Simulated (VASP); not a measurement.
Runs of VASP 6.6.1 on KF. The structure is that of space group F-43m (No. 216), or close to it. The cells are those of the table. 

```csv
level,cell,k mesh,gap on the mesh (eV),pressure (GPa)
PBE,"a = 4.290 Å, angles 60.0°, 2 atoms",6 × 6 × 6,4.90,-1.0
r2SCAN,"a = 4.067 Å, angles 60.0°, 2 atoms",6 × 6 × 6,5.90,(b)
PBE,"a = 4.151 Å, angles 60.0°, 2 atoms",8 × 8 × 8,(a),0.9
r2SCAN,"a = 4.192 Å, angles 60.0°, 2 atoms",6 × 6 × 6,5.67,-0.6
PBE,"a = 4.165 Å, angles 60.0°, 2 atoms",6 × 6 × 6,5.13,0.7
r2SCAN,"a = 4.109 Å, angles 60.0°, 2 atoms",6 × 6 × 6,5.82,0.8
PBE,"a = 4.121 Å, angles 60.0°, 2 atoms",6 × 6 × 6,5.22,1.5
r2SCAN,"a = 4.233 Å, angles 60.0°, 2 atoms",6 × 6 × 6,(d),-1.2
PBE,"a = 4.207 Å, angles 60.0°, 2 atoms",6 × 6 × 6,(c),0.0
r2SCAN,"a = 4.151 Å, angles 60.0°, 2 atoms",6 × 6 × 6,5.74,0.0
PBE,"a = 4.249 Å, angles 60.0°, 2 atoms",6 × 6 × 6,4.97,-0.5
r2SCAN,"a = 4.151 Å, angles 60.0°, 2 atoms",8 × 8 × 8,5.74,0.0
```

Alike in all rows: task single point; potentials or basis VASP PAW PBE potentials, release 64 (K_sv, F); no spin polarisation; cutoff (eV) 520; smearing gaussian 0.01 eV.

Problem. Estimate the missing entries.

Solution. (a) 5.16; (b) 1.8; (c) 5.05; (d) 5.60.

Caveats: the PAW data sets were made with another functional, which shifts forces and pressure a little (at least some runs).

A k mesh can miss the band edges.
